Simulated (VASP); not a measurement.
# Al (Fm-3m) in VASP: a series of runs

Al is run at these levels: LDA; tasks: single point, relaxation of volume and atoms at fixed shape.

Everything below comes from runs of VASP 6.6.1. Logs are shortened: lines on timing, memory, paths and dates and some standing lists are left out, and cuts for length are marked.

### Step 1. The cell of the first run

It takes space group Fm-3m (No. 225, cubic). The conventional cell has a = 3.990 Å, b = 3.990 Å, c = 3.990 Å, α = 90.00°, β = 90.00°, γ = 90.00°. Within 3.7 Å of Al (site symmetry m-3m) lie 12 Al at 2.82 Å.

### Step 2. Single point, LDA

Contents of INCAR:

```
SYSTEM = Al
PREC = Accurate ; ENCUT = 500
EDIFF = 1E-6 ; ISMEAR = -1
SIGMA = 0.05 ; LREAL = .FALSE.
LASPH = .TRUE. ; NELM = 120
ALGO = Normal ; ISIF = 2
LWAVE = .FALSE. ; LCHARG = .TRUE.
GGA = CA ; LELF = .TRUE.
LVHAR = .TRUE. ; NBANDS = 8
GGA_COMPAT = .FALSE.
```

Contents of KPOINTS:

```
regular mesh
0
G
  9 9 9
  0 0 0
```

Contents of POSCAR:

```
Al
1.0
    0.0000000000      1.9950826981      1.9950826981
    1.9950826981      0.0000000000      1.9950826981
    1.9950826981      1.9950826981      0.0000000000
Al
1
Direct
    0.0000000000      0.0000000000      0.0000000000
```

Potentials or basis: VASP PAW LDA potentials, release 64 (Al).

Run with:

```console
$ cat potpaw_LDA.64/Al/POTCAR > POTCAR
$ mpirun -np 1 vasp_std > vasp.out
```

OUTCAR:

```text
SYSTEM = Al
   PREC = Accurate
   ENCUT = 500
   EDIFF = 1E-6
   ISMEAR = -1
   LREAL = .FALSE.
   LASPH = .TRUE.
   NELM = 120
   ISIF = 2
   GGA = CA

 ion  position               nearest neighbor table
   1  0.000  0.000  0.000-

  LATTYP: Found a face centered cubic cell.
 ALAT       =     3.9901653962

  Lattice vectors:

 A1 = (   0.0000000000,   1.9950826981,   1.9950826981)
 A2 = (   1.9950826981,   0.0000000000,   1.9950826981)
 A3 = (   1.9950826981,   1.9950826981,   0.0000000000)

Analysis of symmetry for initial positions (statically):
=====================================================================
 Subroutine PRICEL returns:
 Original cell was already a primitive cell.

 Routine SETGRP: Setting up the symmetry group for a
 face centered cubic supercell.

 Subroutine GETGRP returns: Found 48 space group operations
 (whereof 48 operations were pure point group operations)
 out of a pool of 48 trial point group operations.

The static configuration has the point symmetry O_h .

Analysis of symmetry for dynamics (positions and initial velocities):
=====================================================================
 Subroutine PRICEL returns:
 Original cell was already a primitive cell.

 Routine SETGRP: Setting up the symmetry group for a
 face centered cubic supercell.

 Subroutine GETGRP returns: Found 48 space group operations
 (whereof 48 operations were pure point group operations)
 out of a pool of 48 trial point group operations.

The dynamic configuration has the point symmetry O_h .

 Subroutine INISYM returns: Found 48 space group operations
 (whereof 48 operations are pure point group operations),
 and found     1 'primitive' translations

----------------------------------------------------------------------------------------

                                     Primitive cell

  volume of cell :      15.8823

  direct lattice vectors                    reciprocal lattice vectors
     0.000000000  1.995082698  1.995082698    -0.250616178  0.250616178  0.250616178
     1.995082698  0.000000000  1.995082698     0.250616178 -0.250616178  0.250616178
     1.995082698  1.995082698  0.000000000     0.250616178  0.250616178 -0.250616178

  length of vectors
     2.821473010  2.821473010  2.821473010     0.434079953  0.434079953  0.434079953

  position of ions in fractional coordinates (direct lattice)
     0.000000000  0.000000000  0.000000000

  ion indices of the primitive-cell ions
[... 70 lines left out ...]
   LSORBIT =      F    spin-orbit coupling
   LASPH  =      T    aspherical Exc in radial PAW
   ENCUT  =  500.0 eV  36.75 Ry    6.06 a.u.   5.14  5.14  5.14*2*pi/ulx,y,z
   NELM   =    120;   NELMIN=  2; NELMDL= -5     # of ELM steps
   EDIFF  = 0.1E-05   stopping-criterion for ELM
   LREAL  =      F    real-space projection
   EDIFFG = 0.1E-04   stopping-criterion for IOM
   NSW    =      0    number of steps for IOM
   IBRION =     -1    ionic relax: 0-MD 1-quasi-New 2-CG
   NFREE  =      0    steps in history (QN), initial steepest desc. (CG)
   ISIF   =      2    stress and relaxation
   ISYM   =      2    0-nonsym 1-usesym 2-fastsym
   POTIM  = 0.5000    time-step for ionic-motion
   TEBEG  =    0.0;   TEEND  =   0.0 temperature during run
   PSTRESS=    0.0 pullay stress
   NELECT =       3.0000    total number of electrons
   NUPDOWN=      -1.0000    fix difference up-down
   EMIN   =  10.00;   EMAX   =-10.00  energy-range for DOS
   EFERMI =   0.00;   METHOD = LEGACY
   ISMEAR =    -1;   SIGMA  =   0.05  broadening in eV -4-tet -1-fermi 0-gaus
   EFERMI_NEDOS =   21; number of points for ismear=-14 and -15
   IALGO  =     38    algorithm
   IMIX   =      4    mixing-type and parameters
     AMIX     =   0.40;   BMIX     =  1.00
     AMIX_MAG =   1.60;   BMIX_MAG =  1.00
  volume/ion in A,a.u.               =      15.88       107.18
  Fermi-wavevector in a.u.,A,eV,Ry     =   0.939314  1.775047 12.004579  0.882312
  Thomas-Fermi vector in A             =   2.066614
   LORBIT       =      0    0 simple, 1 ext, 2 COOP (PROOUT), +10 PAW based schemes
   GGA     = CA    functional components
   LHFCALC =     F    Hartree Fock is set to
   AEXX    =    0.0000 exact exchange contribution
   IVDW    =     0    specifies the selected vdW correction
   LEPSILON=     F    determine dielectric tensor
   LRPA    =     F    only Hartree local field effects (RPA)
 non-spin polarized calculation
  energy-cutoff  :      500.00
  volume of cell :       15.88
 maximum number of plane-waves:       419
 NGX is ok and might be reduce to    24
   NGX = 11   NGY = 11   NGZ = 11

 number of electron       3.0000000 magnetization

 Free energy of the ion-electron system (eV)
  ---------------------------------------------------
  ext. energy  EPLUGINS =         0.00000000
  ---------------------------------------------------
  free energy    TOTEN  =        -4.16306532 eV

  energy without entropy =       -4.15762338  energy(sigma->0) =       -4.16034435

 E-fermi :   8.1617     XC(G=0): -10.4849

 val. band max:        8.0583100779   @ k =   0.4444   0.4444   0.0000
 cond. band min:       8.1935489727   @ k =  -0.4444   0.3333   0.1111
 fundamental gap:      0.1352388948
 Fermi energy:         8.1616978222

 k-point     1 :       0.0000    0.0000    0.0000
  band No.  band energies     occupation
      1      -3.1718      2.00000
      2      20.9732      0.00000
      3      20.9732      0.00000
      4      20.9732      0.00000
      5      22.5897      0.00000
      6      22.5897      0.00000
      7      22.5897      0.00000
      8      25.0863      0.00000
[... 243 lines left out ...]
 k-point    24 :       0.4444    0.4444    0.0000
  band No.  band energies     occupation
      1       3.9141      2.00000
      2       8.0583      1.77546
      3      13.6115      0.00000
      4      14.0030      0.00000
      5      14.0030      0.00000
      6      17.6156      0.00000
      7      33.4494      0.00000
      8      35.0495      0.00000

 [... further k-points ...]
[... 5 lines left out ...]
  --------------------------------------------------------------------------------------
  -------------------------------------------------------------------------------------
  Total        0.0042290      0.0042290      0.0042290      0.0000000      0.0000000      0.0000000
  in kB        0.4266193      0.4266193      0.4266193      0.0000000      0.0000000      0.0000000
  external PRESSURE =       0.4266193 kB  Pullay stress =       0.0000000 kB

 VOLUME and BASIS-vectors are now :
 -----------------------------------------------------------------------------
  energy-cutoff  :      500.00
  volume of cell :       15.88
      direct lattice vectors                 reciprocal lattice vectors
     0.000000000  1.995082698  1.995082698    -0.250616178  0.250616178  0.250616178
     1.995082698  0.000000000  1.995082698     0.250616178 -0.250616178  0.250616178
     1.995082698  1.995082698  0.000000000     0.250616178  0.250616178 -0.250616178

 POSITION                                       TOTAL-FORCE (eV/Angst)
 -----------------------------------------------------------------------------------
      0.00000      0.00000      0.00000        -0.000000     -0.000000     -0.000000
 -----------------------------------------------------------------------------------
    total drift:                               -0.000000      0.000000      0.000000

  FREE ENERGIE OF THE ION-ELECTRON SYSTEM (eV)
  ---------------------------------------------------
  free  energy   TOTEN  =        -4.1630653228 eV

  energy  without entropy=       -4.1576233831  energy(sigma->0) =       -4.16034435
```

Run time: 3.5 s. Hardware: 1 thread of Intel Xeon Platinum 8488C (Sapphire Rapids), shared host; peak memory 0.12 GiB.

What came out:

```
Free energy : -4.1631 eV
Pressure    : 0.0 GPa
```

### Step 3. Relaxation of volume and atoms at fixed shape, LDA

This run uses another cell than the first one, of 16.60 Å³/atom, 1.045 times its volume.

Contents of INCAR:

```
SYSTEM = Al
ALGO = Normal
EDIFF = 1E-7
EDIFFG = -0.01
ENCUT = 500
GGA_COMPAT = .False.
IBRION = 2
ISIF = 8
ISMEAR = -1
LASPH = .True.
LCHARG = .False.
LREAL = .False.
LWAVE = .False.
NELM = 120
NELMIN = 4
NSW = 80
PREC = Accurate
SIGMA = 0.05
```

Contents of KPOINTS:

```
k-points
0
Gamma
  9 9 9
  0 0 0
```

Contents of POSCAR:

```
Al
1.0
    0.0000000000      2.0248050000      2.0248050000
    2.0248050000      0.0000000000      2.0248050000
    2.0248050000      2.0248050000      0.0000000000
Al
1
Direct
    0.0000000000      0.0000000000      0.0000000000
```

Potentials or basis: VASP PAW LDA potentials, release 64 (Al).

Run with:

```console
$ cat potpaw_LDA.64/Al/POTCAR > POTCAR
$ mpirun -np 1 vasp_std > vasp.out
```

It took 3.1 s on 1 thread of Intel Xeon Platinum 8488C (Sapphire Rapids), shared host; peak memory 0.12 GiB.

It converged, with:

```yaml
Free_energy: -4.1631 eV
Relaxed_volume: 15.89 Å³/atom
Relaxed_cell: a = 2.822 Å, b = 2.822 Å, c = 2.822 Å, α = 60.00°, β = 60.00°, γ = 60.00°
Space_group_after_relaxing_to_0.05_Å: Fm-3m (No. 225)
Energy_gained_by_relaxing: 7.8 meV/atom
Ionic_steps: 3
Pressure_after_relaxing: 0.0 GPa
```

The path:
```tsv
step	energy change (eV)	largest force (eV/Å)	pressure (GPa)	volume (Å³)
1	0.0000	0.0000	-3.39	16.60
2	-0.0076	0.0000	0.64	15.77
3	-0.0078	0.0000	0.01	15.89
```

Final structure:
```
Al
1.0
     0.00000    1.99537    1.99537
     1.99537    0.00000    1.99537
     1.99537    1.99537    0.00000
Al
1
Direct
  0.00000 0.00000 0.00000
```

Levels at points of the mesh, in eV from the Fermi level:
```
           k point  band 1  band 2  band 3  band 4
(0.00, 0.00, 0.00)  -11.33   12.81   12.81   12.81
```
